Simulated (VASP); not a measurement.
A run of VASP 6.6.1 is set up as follows.

File INCAR:

```
PREC = Accurate
ENCUT = 520
EDIFF = 1E-6
ISMEAR = -1
SIGMA = 0.03
LREAL = F
LASPH = T
NELM = 100
ALGO = Normal
ISIF = 2
LWAVE = F
LCHARG = T
GGA = PS
LELF = T
LVHAR = T
NBANDS = 33
```

KPOINTS

```
regular mesh
0
Gamma
  6 6 6
```

File POSCAR:

```
HgSb2Pb2
1.0
    2.4047207350      1.3883661652      8.4917466067
   -2.4047207350      1.3883661652      8.4917466067
    0.0000000000     -2.7767323259      8.4917466075
Hg Sb Pb
1 2 2
Direct
    0.0000000000      0.0000000000      0.0000000000
    0.4452216345      0.4452216345      0.4452216345
    0.5547783655      0.5547783655      0.5547783655
    0.2715019666      0.2715019666      0.2715019666
    0.7284980334      0.7284980334      0.7284980334
```

Potentials or basis: VASP PAW PBE potentials, release 64 (Hg, Sb, Pb_d).

Run with:

```bash
$ cat potpaw_PBE.64/Hg/POTCAR potpaw_PBE.64/Sb/POTCAR potpaw_PBE.64/Pb_d/POTCAR > POTCAR
$ mpirun -np 1 vasp_std > vasp.out
```

(1) What does it give for the band gap on the k mesh?

(2) Predict the pressure.

Results:

(1) 0.23 eV (least direct gap 0.26 eV).

(2) 0.0 GPa.

Caveat: the PAW data sets were made with another functional, which shifts forces and pressure a little; spin-orbit coupling is left out, which moves the levels of the heavy elements.
